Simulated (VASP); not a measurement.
Set up this calculation in VASP 6.6.1, as the native input.

| Quantity | Value |
| --- | --- |
| Task | single point |
| Functional | PBE |
| Potentials or basis | VASP PAW PBE potentials, release 64 (Y_sv, Pt, C, N) |
| Cutoff | 520 eV |
| k mesh | 4 × 4 × 4 |
| Occupations | gaussian, width 0.1 eV |
| Spin | no spin polarisation |
| Dipole correction | no |
| Further INCAR settings | ALGO = Normal; EDIFF = 1e-07; NBANDS = 40 |

The structure of YPtC4N4 lies in POSCAR:

```
YPtC4N4
1.0
    6.1164487500      0.0000000000      0.0000000000
    0.0000000000      6.1164487500      0.0000000000
    0.0000000000      0.0000000000      6.1164487500
Y Pt C N
1 1 4 4
Direct
    0.5000000000      0.5000000000      0.5000000000
    0.0000000000      0.0000000000      0.0000000000
    0.1809514800      0.1809514800      0.1809514800
    0.1809514800      0.8190485200      0.8190485200
    0.8190485200      0.1809514800      0.8190485200
    0.8190485200      0.8190485200      0.1809514800
    0.2913913500      0.2913913500      0.2913913500
    0.2913913500      0.7086086500      0.7086086500
    0.7086086500      0.2913913500      0.7086086500
    0.7086086500      0.7086086500      0.2913913500
```

One way to write it, as run:

INCAR

```
PREC = Accurate ; ENCUT = 520
EDIFF = 1E-7 ; ISMEAR = 0
SIGMA = 0.1 ; LREAL = F
LASPH = T ; NELM = 60
ALGO = Normal ; ISIF = 2
LWAVE = F ; LCHARG = T
GGA = PE ; LELF = T
LVHAR = T ; NBANDS = 40
```

KPOINTS

```
Automatic mesh
0
Gamma
  4 4 4
```

Potentials or basis: VASP PAW PBE potentials, release 64 (Y_sv, Pt, C, N).

Command:

```console
$ cat potpaw_PBE.64/Y_sv/POTCAR potpaw_PBE.64/Pt/POTCAR potpaw_PBE.64/C/POTCAR potpaw_PBE.64/N/POTCAR > POTCAR
$ mpirun -np 1 vasp_std > vasp.out
```

Results of the run:

The pressure is 5.5 GPa. The largest force is 1.823 eV/Å. The band gap on the k mesh is zero (an odd number of electrons rules out a gap without spin polarisation).

Caveat: the cell stands under pressure; spin-orbit coupling is left out, which moves the levels of the heavy elements; forces of over 1 eV/Å act on the atoms, so gaps and moduli don't describe the material at rest.

Run time: 71 s on 1 thread of Intel(R) Xeon(R) 6975P-C (Granite Rapids), with other jobs on the host, peak memory 0.39 GiB.
